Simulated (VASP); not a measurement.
# Al2Cu (P4/mmm) in VASP: notebook

Runs on Al2Cu. Level: r2SCAN. Tasks: single point, relaxation of volume and atoms at fixed shape.

Everything below comes from runs of VASP 6.6.1. Logs are shortened: lines on timing, memory, paths and dates and some standing lists are left out, and cuts for length are marked.

## Step 1: The cell of the first run

The structure is tetragonal, space group P4/mmm (No. 123). Conventional cell: a = 4.072 Å, b = 4.072 Å, c = 2.868 Å, α = 90.00°, β = 90.00°, γ = 90.00°. Within 3.3 Å of Al (site symmetry mmm) lie 4 Cu at 2.49 Å and 6 Al at 2.87 to 2.88 Å. Cu (site symmetry 4/mmm) has 8 Al at 2.49 Å and 2 Cu at 2.87 Å within 3.3 Å.

## Step 2: Single point, r2SCAN

File POSCAR:

```
Al2Cu
1.0
    4.0718947400      0.0000000000      0.0000000000
    0.0000000000      4.0718947400      0.0000000000
    0.0000000000      0.0000000000      2.8678685126
Al Cu
2 1
Direct
    0.5000000000      0.0000000000      0.5000000000
    0.0000000000      0.5000000000      0.5000000000
    0.0000000000      0.0000000000      0.0000000000
```

File INCAR.step1:

```
SYSTEM = Al2Cu
PREC = Accurate ; ENCUT = 520
ISMEAR = 0 ; SIGMA = 0.1
LREAL = .False. ; LASPH = .True.
NELM = 80 ; NBANDS = 16
GGA = PE ; ALGO = Normal
EDIFF = 1E-4 ; LWAVE = .True.
LCHARG = .False.
```

File INCAR.step2:

```
SYSTEM = Al2Cu
PREC = Accurate ; ENCUT = 520
EDIFF = 1E-7 ; ISMEAR = 0
SIGMA = 0.1 ; LREAL = .False.
LASPH = .True. ; NELM = 80
ALGO = Normal ; ISIF = 2
LWAVE = .False. ; LCHARG = .False.
METAGGA = R2SCAN ; LMIXTAU = .True.
NBANDS = 16 ; ISTART = 1
```

File KPOINTS:

```
regular mesh
0
Gamma
  4 4 6
  0 0 0
```

Potentials or basis: VASP PAW PBE potentials, release 64 (Al, Cu).

The run is started by

```sh
cat potpaw_PBE.64/Al/POTCAR potpaw_PBE.64/Cu/POTCAR > POTCAR
cp INCAR.step1 INCAR
mpirun -np 1 vasp_std > vasp.out
cp INCAR.step2 INCAR
mpirun -np 1 vasp_std > vasp.out
```

OUTCAR:

```text
SYSTEM = Al2Cu
   PREC = Accurate
   ENCUT = 520
   EDIFF = 1E-7
   ISMEAR = 0
   LREAL = .False.
   LASPH = .True.
   NELM = 80
   ISIF = 2
   METAGGA = R2SCAN
   ISTART = 1

 ion  position               nearest neighbor table
   1  0.500  0.000  0.500-   3 2.49   3 2.49   3 2.49   3 2.49   2 2.88   2 2.88   2 2.88   2 2.88

   2  0.000  0.500  0.500-   3 2.49   3 2.49   3 2.49   3 2.49   1 2.88   1 2.88   1 2.88   1 2.88

   3  0.000  0.000  0.000-   1 2.49   2 2.49   1 2.49   2 2.49   2 2.49   2 2.49   1 2.49   1 2.49

  LATTYP: Found a simple tetragonal cell.
 ALAT       =     4.0718947400
 C/A-ratio  =     0.7043081159

  Lattice vectors:

 A1 = (   4.0718947400,   0.0000000000,   0.0000000000)
 A2 = (   0.0000000000,   4.0718947400,   0.0000000000)
 A3 = (   0.0000000000,   0.0000000000,   2.8678685126)

Analysis of symmetry for initial positions (statically):
=====================================================================
 Subroutine PRICEL returns:
 Original cell was already a primitive cell.

 Routine SETGRP: Setting up the symmetry group for a
 simple tetragonal supercell.

 Subroutine GETGRP returns: Found 16 space group operations
 (whereof 16 operations were pure point group operations)
 out of a pool of 16 trial point group operations.

The static configuration has the point symmetry D_4h.

Analysis of symmetry for dynamics (positions and initial velocities):
=====================================================================
 Subroutine PRICEL returns:
 Original cell was already a primitive cell.

 Routine SETGRP: Setting up the symmetry group for a
 simple tetragonal supercell.

 Subroutine GETGRP returns: Found 16 space group operations
 (whereof 16 operations were pure point group operations)
 out of a pool of 16 trial point group operations.

The dynamic configuration has the point symmetry D_4h.

 Subroutine INISYM returns: Found 16 space group operations
 (whereof 16 operations are pure point group operations),
 and found     1 'primitive' translations

----------------------------------------------------------------------------------------

                                     Primitive cell

  volume of cell :      47.5502

  direct lattice vectors                    reciprocal lattice vectors
     4.071894740  0.000000000  0.000000000     0.245585916  0.000000000  0.000000000
     0.000000000  4.071894740  0.000000000     0.000000000  0.245585916  0.000000000
     0.000000000  0.000000000  2.867868513     0.000000000  0.000000000  0.348691021

  length of vectors
     4.071894740  4.071894740  2.867868513     0.245585916  0.245585916  0.348691021

  position of ions in fractional coordinates (direct lattice)
     0.500000000  0.000000000  0.500000000
     0.000000000  0.500000000  0.500000000
     0.000000000  0.000000000  0.000000000

  ion indices of the primitive-cell ions
   primitive index   ion index
                 1           1
                 2           2
                 3           3

----------------------------------------------------------------------------------------

 KPOINTS: regular mesh

Automatic generation of k-mesh.
 Grid dimensions read from file:
 generate k-points for:    4    4    6

 Generating k-lattice:

  Cartesian coordinates                     Fractional coordinates (reciprocal lattice)
     0.061396479  0.000000000  0.000000000     0.250000000  0.000000000  0.000000000
     0.000000000  0.061396479  0.000000000     0.000000000  0.250000000  0.000000000
     0.000000000  0.000000000  0.058115170     0.000000000  0.000000000  0.166666667

  Length of vectors
     0.061396479  0.061396479  0.058115170

  Shift w.r.t. Gamma in fractional coordinates (k-lattice)
     0.000000000  0.000000000  0.000000000

 Subroutine IBZKPT returns following result:
 ===========================================

 Found     24 irreducible k-points:

 Following reciprocal coordinates:
            Coordinates               Weight
  0.000000  0.000000  0.000000      1.000000
  0.250000  0.000000  0.000000      4.000000
  0.500000  0.000000  0.000000      2.000000
  0.250000  0.250000  0.000000      4.000000
  0.500000  0.250000  0.000000      4.000000
  0.500000  0.500000  0.000000      1.000000
[... 16 lines left out ...]
  0.500000  0.250000  0.500000      4.000000
  0.500000  0.500000  0.500000      1.000000
   k-points           NKPTS =     24   k-points in BZ     NKDIM =     24   number of bands    NBANDS=     16
   number of dos      NEDOS =    301   number of ions     NIONS =      3
   total plane-waves  NPLWV =  21600
   dimension x,y,z NGX =    30 NGY =   30 NGZ =   24
   dimension x,y,z NGXF=    60 NGYF=   60 NGZF=   48
   ions per type =               2   1
   NGX,Y,Z   is equivalent  to a cutoff of  12.25, 12.25, 13.91 a.u.
   NGXF,Y,Z  is equivalent  to a cutoff of  24.50, 24.50, 27.82 a.u.
 SYSTEM =  Al2Cu
   PREC   = accura    normal or accurate (medium, high low for compatibility)
   ISTART =      1    job   : 0-new  1-cont  2-samecut
   ICHARG =      0    charge: 1-file 2-atom 10-const
   ISPIN  =      1    spin polarized calculation?
   LNONCOLLINEAR =      F non collinear calculations
   LSORBIT =      F    spin-orbit coupling
   LASPH  =      T    aspherical Exc in radial PAW
   ENCUT  =  520.0 eV  38.22 Ry    6.18 a.u.   7.57  7.57  5.33*2*pi/ulx,y,z
   NELM   =     80;   NELMIN=  2; NELMDL=  0     # of ELM steps
   EDIFF  = 0.1E-06   stopping-criterion for ELM
   LREAL  =      F    real-space projection
   EDIFFG = 0.1E-05   stopping-criterion for IOM
   NSW    =      0    number of steps for IOM
   IBRION =     -1    ionic relax: 0-MD 1-quasi-New 2-CG
   NFREE  =      0    steps in history (QN), initial steepest desc. (CG)
   ISIF   =      2    stress and relaxation
   ISYM   =      2    0-nonsym 1-usesym 2-fastsym
   POTIM  = 0.5000    time-step for ionic-motion
   TEBEG  =    0.0;   TEEND  =   0.0 temperature during run
   PSTRESS=    0.0 pullay stress
   NELECT =      17.0000    total number of electrons
   NUPDOWN=      -1.0000    fix difference up-down
   EMIN   =  10.00;   EMAX   =-10.00  energy-range for DOS
   EFERMI =   0.00;   METHOD = LEGACY
   ISMEAR =     0;   SIGMA  =   0.10  broadening in eV -4-tet -1-fermi 0-gaus
   EFERMI_NEDOS =   21; number of points for ismear=-14 and -15
   IALGO  =     38    algorithm
   IMIX   =      4    mixing-type and parameters
     AMIX     =   0.40;   BMIX     =  1.00
     AMIX_MAG =   1.60;   BMIX_MAG =  1.00
  volume/ion in A,a.u.               =      15.85       106.96
  Fermi-wavevector in a.u.,A,eV,Ry     =   1.161913  2.195698 18.368441  1.350042
  Thomas-Fermi vector in A             =   2.298480
   LORBIT       =      0    0 simple, 1 ext, 2 COOP (PROOUT), +10 PAW based schemes
   METAGGA = R2SCAN    functional components
   LHFCALC =     F    Hartree Fock is set to
   AEXX    =    0.0000 exact exchange contribution
   IVDW    =     0    specifies the selected vdW correction
   LEPSILON=     F    determine dielectric tensor
   LRPA    =     F    only Hartree local field effects (RPA)
 non-spin polarized calculation
 Gauss-broadening in eV      SIGMA  =   0.10
  energy-cutoff  :      520.00
  volume of cell :       47.55
 maximum number of plane-waves:      1312
   NGX = 15   NGY = 15   NGZ = 11

 number of electron      16.9999981 magnetization

 Free energy of the ion-electron system (eV)
  ---------------------------------------------------
  ext. energy  EPLUGINS =         0.00000000
  ---------------------------------------------------
  free energy    TOTEN  =       -24.39125613 eV

  energy without entropy =      -24.38769327  energy(sigma->0) =      -24.38947470

 E-fermi :   7.4234     XC(G=0): -11.2233

 val. band max:        7.0727346714   @ k =   0.2500   0.0000   0.5000
 cond. band min:       7.4547437735   @ k =   0.0000   0.0000   0.3333
 fundamental gap:      0.3820091021
 Fermi energy:         7.4233872557

 k-point     1 :       0.0000    0.0000    0.0000
  band No.  band energies     occupation
      1      -3.9203      2.00000
      2       1.6281      2.00000
      3       2.1245      2.00000
      4       2.7942      2.00000
      5       3.0467      2.00000
      6       3.0467      2.00000
[... 8 lines left out ...]
     15      14.7928      0.00000
     16      21.0357      0.00000

 k-point     2 :       0.2500    0.0000    0.0000
  band No.  band energies     occupation
      1      -3.3637      2.00000
      2       0.9548      2.00000
      3       2.0457      2.00000
      4       2.6640      2.00000
      5       3.0303      2.00000
      6       3.0388      2.00000
[... 8 lines left out ...]
     15      19.1349      0.00000
     16      19.1473      0.00000

 k-point     3 :       0.5000    0.0000    0.0000
  band No.  band energies     occupation
      1      -2.2400      2.00000
      2      -0.8086      2.00000
      3       2.0646      2.00000
      4       2.5638      2.00000
      5       2.7542      2.00000
      6       3.0140      2.00000
[... 8 lines left out ...]
     15      17.3705      0.00000
     16      19.2490      0.00000

 k-point     4 :       0.2500    0.2500    0.0000
  band No.  band energies     occupation
      1      -2.8045      2.00000
      2       1.1009      2.00000
      3       1.6152      2.00000
      4       2.4604      2.00000
      5       3.0329      2.00000
      6       3.0344      2.00000
[... 8 lines left out ...]
     15      19.2218      0.00000
     16      19.5254      0.00000
[... 324 lines left out ...]
 k-point    22 :       0.2500    0.2500    0.5000
  band No.  band energies     occupation
      1       0.9822      2.00000
      2       1.7377      2.00000
      3       1.7929      2.00000
      4       2.4619      2.00000
      5       2.4677      2.00000
      6       2.8826      2.00000
[... 8 lines left out ...]
     15      15.8683      0.00000
     16      15.9001      0.00000

 k-point    23 :       0.5000    0.2500    0.5000
  band No.  band energies     occupation
      1       1.2909      2.00000
      2       1.6075      2.00000
      3       2.2986      2.00000
      4       2.8012      2.00000
      5       2.8889      2.00000
      6       2.9668      2.00000
[... 8 lines left out ...]
     15      17.8941      0.00000
     16      17.9468      0.00000

 k-point    24 :       0.5000    0.5000    0.5000
  band No.  band energies     occupation
      1       1.4724      2.00000
      2       1.4724      2.00000
      3       2.7304      2.00000
      4       2.8335      2.00000
      5       3.1635      2.00000
      6       3.5576      2.00000
[... 8 lines left out ...]
     15      21.8101      0.00000
     16      22.4017      0.00000

------------------------ aborting loop because EDIFF is reached ----------------------------------------

  FORCE on cell =-STRESS in cart. coord.  units (eV):
  Direction    XX          YY          ZZ          XY          YZ          ZX
  --------------------------------------------------------------------------------------
  -------------------------------------------------------------------------------------
  Total       -0.3408627     -0.3408627      0.6389240      0.0000000      0.0000000      0.0000000
  in kB      -11.4851780    -11.4851780     21.5281862      0.0000000      0.0000000      0.0000000
  external PRESSURE =      -0.4807233 kB  Pullay stress =       0.0000000 kB

 VOLUME and BASIS-vectors are now :
 -----------------------------------------------------------------------------
  energy-cutoff  :      520.00
  volume of cell :       47.55
      direct lattice vectors                 reciprocal lattice vectors
     4.071894740  0.000000000  0.000000000     0.245585916  0.000000000  0.000000000
     0.000000000  4.071894740  0.000000000     0.000000000  0.245585916  0.000000000
     0.000000000  0.000000000  2.867868513     0.000000000  0.000000000  0.348691021

 POSITION                                       TOTAL-FORCE (eV/Angst)
 -----------------------------------------------------------------------------------
      2.03595      0.00000      1.43393         0.000000      0.000000      0.000000
      0.00000      2.03595      1.43393         0.000000      0.000000      0.000000
      0.00000      0.00000      0.00000         0.000000      0.000000      0.000000
 -----------------------------------------------------------------------------------
    total drift:                                0.000000      0.000000      0.000000

  FREE ENERGIE OF THE ION-ELECTRON SYSTEM (eV)
  ---------------------------------------------------
  free  energy   TOTEN  =       -24.3912561318 eV

  energy  without entropy=      -24.3876932688  energy(sigma->0) =      -24.38947470
```

Run time: 2.2 min. Hardware: 1 thread of Intel Xeon 8259CL, shared host; peak memory 0.17 GiB.

Results:

- Free energy: -24.3913 eV
- Pressure: 0.0 GPa
- Band gap on the k mesh: zero (an odd number of electrons rules out a gap without spin polarisation)

Caveat: the k points lie up to 0.39 Å⁻¹ apart, too coarse for converged energies and pressures of a metal; the PAW data sets were made with another functional, which shifts forces and pressure a little.

## Step 3: Relaxation of volume and atoms at fixed shape, r2SCAN

This run uses another cell than the first one, of 16.24 Å³/atom.

File POSCAR:

```
Al2Cu
1.0
    4.1051820000      0.0000000000      0.0000000000
    0.0000000000      4.1051820000      0.0000000000
    0.0000000000      0.0000000000      2.8913130000
Al Cu
2 1
Direct
    0.5000000000      0.0000000000      0.5000000000
    0.0000000000      0.5000000000      0.5000000000
    0.0000000000      0.0000000000      0.0000000000
```

File INCAR.step1:

```
SYSTEM = Al2Cu
PREC = Accurate
ENCUT = 600
ISMEAR = 0
SIGMA = 0.1
LREAL = .FALSE.
LASPH = .TRUE.
NELM = 60
GGA = PE
ALGO = Normal
EDIFF = 1E-4
LWAVE = .TRUE.
LCHARG = .FALSE.
```

File INCAR.step2:

```
SYSTEM = Al2Cu
PREC = Accurate
ENCUT = 600
EDIFF = 1E-6
ISMEAR = 0
SIGMA = 0.1
LREAL = .FALSE.
LASPH = .TRUE.
NELM = 60
ALGO = Normal
ISIF = 8
LWAVE = .FALSE.
LCHARG = .FALSE.
METAGGA = R2SCAN
LMIXTAU = .TRUE.
IBRION = 2
NSW = 60
EDIFFG = -0.02
ISTART = 1
```

File KPOINTS:

```
Automatic mesh
0
G
  4 4 6
  0 0 0
```

Potentials or basis: VASP PAW PBE potentials, release 64 (Al, Cu).

The run is started by

```sh
cat potpaw_PBE.64/Al/POTCAR potpaw_PBE.64/Cu/POTCAR > POTCAR
cp INCAR.step1 INCAR
mpirun -np 1 vasp_std > vasp.out
cp INCAR.step2 INCAR
mpirun -np 1 vasp_std > vasp.out
```

Wall time 4.5 min (1 thread of Intel Xeon 8259CL, shared host); peak memory 0.2 GiB.

It converged, with:

```yaml
Free_energy: -24.3917 eV
Relaxed_volume: 15.84 Å³/atom
Relaxed_cell: a = 4.071 Å, b = 4.071 Å, c = 2.867 Å, α = 90.00°, β = 90.00°, γ = 90.00°
Space_group_after_relaxing_to_0.1_Å: P4/mmm (No. 123)
Energy_gained_by_relaxing: 2.8 meV/atom
Ionic_steps: 3
Pressure_after_relaxing: 0.1 GPa
Band_gap_on_the_k_mesh: zero (an odd number of electrons rules out a gap without spin polarisation)
```

Stress tensor (GPa, compression positive):
```
-1.02  0.00  0.00
 0.00 -1.02  0.00
 0.00  0.00  2.23
```

Step by step:
```
step  energy change (eV)  largest force (eV/Å)  pressure (GPa)  volume (Å³)
   1              0.0000                0.0000           -2.22        48.73
   2             -0.0075                0.0000            0.61        47.16
   3             -0.0084                0.0000            0.06        47.52
```

Final structure:
```xyz
3
Lattice="4.0710 0.0000 0.0000 0.0000 4.0710 0.0000 0.0000 0.0000 2.8672" Properties=species:S:1:pos:R:3 pbc="T T T"
Al    2.0355    0.0000    1.4336
Al    0.0000    2.0355    1.4336
Cu    0.0000    0.0000    0.0000
```

Levels at points of the mesh, in eV from the Fermi level:
```csv
k point,band 6,band 7,band 8,band 9,band 10,band 11
"(0.00, 0.00, 0.00)",-4.38,-2.70,-2.70,0.05,0.95,6.43
"(0.50, 0.00, 0.00)",-4.41,-4.37,-1.29,1.57,1.89,2.15
"(0.50, 0.50, 0.00)",-4.56,-4.40,-4.40,-2.69,8.92,8.92
"(0.00, 0.00, 0.50)",-4.44,-3.29,2.62,2.63,2.63,2.75
"(0.50, 0.00, 0.50)",-4.48,-3.41,-2.73,-1.86,3.87,4.08
"(0.50, 0.50, 0.50)",-3.87,-2.58,-2.58,-1.12,-0.97,0.06
```

Caveat: the k points lie up to 0.39 Å⁻¹ apart in the final cell, too coarse for converged energies and pressures of a metal; the highest band is partly filled, so the run has too few bands; the PAW data sets were made with another functional, which shifts forces and pressure a little.

The gap in the log of VASP goes by the Fermi energy; the results here count the filled bands.